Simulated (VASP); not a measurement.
# Ni (Fm-3m) in VASP: notebook, part 2 of 2

VASP 6.6.1.

### 3 Single point, PBE+U, collinear spin, ferromagnetic start

File INCAR:

```
PREC     = Accurate       # precision mode
ENCUT    = 590            # plane-wave cutoff, eV
EDIFF    = 1E-6           # SCF threshold, eV
ISMEAR   = -1             # smearing method
SIGMA    = 0.05           # smearing width, eV
LREAL    = False          # projectors in reciprocal space
LASPH    = True           # aspherical terms in the spheres
NELM     = 200            # most SCF steps
ALGO     = Normal         # electronic algorithm
ISIF     = 2              # what is computed and relaxed
LWAVE    = False          # write WAVECAR
LCHARG   = True           # write CHGCAR
ISPIN    = 2              # spin polarisation
MAGMOM   = 0.77           # initial moments
LORBIT   = 11             # projections on sites
NUPDOWN  = 0.77           # fixed moment
LMAXMIX  = 4              # l up to which the mixer works
LDAU     = True           # DFT+U
LDAUTYPE = 2            
LDAUL    = 2              # shell
LDAUU    = 6.2            # U, eV
LDAUJ    = 0            
LDAUPRINT= 1            
GGA      = PE             # functional
LELF     = True           # ELF
LVHAR    = True         
NBANDS   = 19             # bands
GGA_COMPAT= False
```

File KPOINTS:

```
Automatic mesh
0
Gamma
  12 12 12
```

File POSCAR:

```
Ni
1.0
    0.0000000000      1.7698700000      1.7698700000
    1.7698700000      0.0000000000      1.7698700000
    1.7698700000      1.7698700000      0.0000000000
Ni
1
Direct
    0.0000000000      0.0000000000      0.0000000000
```

Potentials or basis: VASP PAW PBE potentials, release 64 (Ni_sv_GW).

Command:

```console
$ cat potpaw_PBE.64/Ni_sv_GW/POTCAR > POTCAR
$ mpirun -np 1 vasp_std > vasp.out
```

Run time: 44 s. Hardware: 1 thread of AMD EPYC 9R45 (Zen 5), shared host; peak memory 0.13 GiB.

The run converged. Its results:

| Item | Value |
| --- | --- |
| Free energy | -1.6835 eV |
| Pressure | -4.2 GPa |
| Net moment | 0.77 μB per cell |
| Site moments | Ni +0.91 μB |
| Valence electrons inside the program's atomic spheres | Ni 16.41 |

Eigenvalues of the final occupation matrices:
```
    site  spin  trace               eigenvalues
site 1 d     1   4.45  0.89 0.89 0.89 0.89 0.89
site 1 d     2   3.48  0.58 0.58 0.58 0.87 0.87
```

Caveat: the total moment is fixed, so each spin has its own Fermi level; the U is typed as a test and isn't derived for this compound. The state reached can hang on the start; a lower one may exist.

### 4 Single point, PBE+U, collinear spin, ferromagnetic start

File INCAR:

```
ALGO = Normal
EDIFF = 1E-6
ENCUT = 590
GGA = PE
GGA_COMPAT = F
ISIF = 2
ISMEAR = -1
ISPIN = 2
LASPH = T
LCHARG = F
LDAU = T
LDAUJ = 0
LDAUL = 2
LDAUPRINT = 1
LDAUTYPE = 2
LDAUU = 6.2
LMAXMIX = 4
LORBIT = 11
LREAL = F
LWAVE = F
MAGMOM = 1.28
NBANDS = 19
NELM = 200
NUPDOWN = 1.28
PREC = Accurate
SIGMA = 0.05
```

File KPOINTS:

```
k-points
0
Gamma
  12 12 12
```

POSCAR is that of step 3.

Potentials or basis: VASP PAW PBE potentials, release 64 (Ni_sv_GW).

Command:

```console
$ cat potpaw_PBE.64/Ni_sv_GW/POTCAR > POTCAR
$ mpirun -np 1 vasp_std > vasp.out
```

OUTCAR:

```text
EDIFF = 1E-6
   ENCUT = 590
   GGA = PE
   ISIF = 2
   ISMEAR = -1
   ISPIN = 2
   LASPH = T
   LORBIT = 11
   LREAL = F
   NELM = 200
   NUPDOWN = 1.28
   PREC = Accurate

 ion  position               nearest neighbor table
   1  0.000  0.000  0.000-

  LATTYP: Found a face centered cubic cell.
 ALAT       =     3.5397400000

  Lattice vectors:

 A1 = (   0.0000000000,   1.7698700000,   1.7698700000)
 A2 = (   1.7698700000,   0.0000000000,   1.7698700000)
 A3 = (   1.7698700000,   1.7698700000,   0.0000000000)
[... 1299 lines left out ...]
  -------------------------------------------------------------------------------------
  Total        0.3039098      0.3039098      0.3039098      0.0000000      0.0000000     -0.0000000
  in kB       43.9138117     43.9138117     43.9138117      0.0000000      0.0000000     -0.0000000
  external PRESSURE =      43.9138117 kB  Pullay stress =       0.0000000 kB

 VOLUME and BASIS-vectors are now :
 -----------------------------------------------------------------------------
  energy-cutoff  :      590.00
  volume of cell :       11.09
      direct lattice vectors                 reciprocal lattice vectors
     0.000000000  1.769870000  1.769870000    -0.282506625  0.282506625  0.282506625
     1.769870000  0.000000000  1.769870000     0.282506625 -0.282506625  0.282506625
     1.769870000  1.769870000  0.000000000     0.282506625  0.282506625 -0.282506625

 POSITION                                       TOTAL-FORCE (eV/Angst)
 -----------------------------------------------------------------------------------
      0.00000      0.00000      0.00000         0.000000      0.000000      0.000000
 -----------------------------------------------------------------------------------
    total drift:                                0.000000     -0.000000     -0.000000

  FREE ENERGIE OF THE ION-ELECTRON SYSTEM (eV)
  ---------------------------------------------------
  free  energy   TOTEN  =        -1.6067600154 eV

  energy  without entropy=       -1.5991003056  energy(sigma->0) =       -1.60293016

 total charge

# of ion       s       p       d       f       tot
--------------------------------------------------
    1        2.253   6.321   7.786   0.004  16.364

 magnetization (x)

# of ion       s       p       d       f       tot
--------------------------------------------------
    1        0.006   0.002   1.321  -0.000   1.329
```

stdout:

```text
POSCAR found type information on POSCAR Ni
 POSCAR found :  1 types and       1 ions
 scaLAPACK will be used
 LDA part: xc-table for (Slater+PW92), standard interpolation
 POSCAR, INCAR and KPOINTS ok, starting setup
 FFT: planning ... GRIDC
 FFT: planning ... GRID_SOFT
 FFT: planning ... GRID
 WAVECAR not read
 entering main loop
```

Run time: 33 s. Hardware: 1 thread of Intel Xeon Platinum 8375C at 2.90GHz (Ice Lake), shared host; peak memory 0.16 GiB.

What came out:

```yaml
Free_energy: -1.6068 eV
Pressure: 4.4 GPa
Net_moment: 1.28 μB per cell
Site_moments: Ni +1.33 μB
Valence_electrons_inside_the_program's_atomic_spheres: Ni 16.36
```

Eigenvalues of the final occupation matrices:
```csv
site,spin,trace,eigenvalues
site 1 d,1,4.57,0.91 0.91 0.91 0.92 0.92
site 1 d,2,3.25,0.50 0.50 0.50 0.88 0.88
```

Caveat: the total moment is fixed, so each spin has its own Fermi level; the U is typed as a test and isn't derived for this compound.

### 5 Summary

| fixed moment (μB) | pressure (GPa) | moment (μB) |
| --- | --- | --- |
| 1.8 | 18.7 | 1.80 |
| 0.77 | -4.2 | 0.77 |
| 1.28 | 4.4 | 1.28 |

Alike in all rows: task single point; level PBE+U; potentials or basis VASP PAW PBE potentials, release 64 (Ni_sv_GW); spin collinear, ferromagnetic start; Ni d U = 6.2 eV; cell as given; k mesh 12 × 12 × 12; cutoff (eV) 590; smearing fermi-dirac 0.05 eV.

Caveats: the total moment is fixed, so each spin has its own Fermi level; the U is typed as a test and isn't derived for this compound.

Total energies depend on the potentials used, so only differences within one code and one set of settings carry meaning.
